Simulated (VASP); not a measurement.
B: single point with PBEsol

The system is B.

```xyz
1
Lattice="0.0000 1.3684 1.3684 1.3684 0.0000 1.3684 1.3684 1.3684 0.0000" Properties=species:S:1:pos:R:3 pbc="T T T"
B     0.0000    0.0000    0.0000
```

This cell differs from its parent crystal: volume scaled by 0.88.

* Program: VASP 6.6.1
* Task: single point
* Functional: PBEsol
* Potentials or basis: VASP PAW PBE potentials, release 64 (B)
* Cutoff: 520 eV
* k mesh: 21 × 21 × 21
* Occupations: fermi-dirac, width 0.1 eV
* Spin: no spin polarisation
* Dipole correction: no
* Further INCAR settings: ALGO = Normal; EDIFF = 1e-06; NBANDS = 8

- Pressure: 46.0 GPa

Levels at points of the mesh, in eV from the Fermi level:
```
           k point  band 1  band 2  band 3  band 4  band 5  band 6
(0.00, 0.00, 0.00)  -20.93   18.10   18.10   18.10   35.15   35.15
```

Wall time 5.3 s on 1 thread of Intel(R) Xeon(R) Platinum 8488C (Sapphire Rapids), on a shared host, peak memory 0.11 GiB.

Caveat: the PAW data sets were made with another functional, which shifts forces and pressure a little.
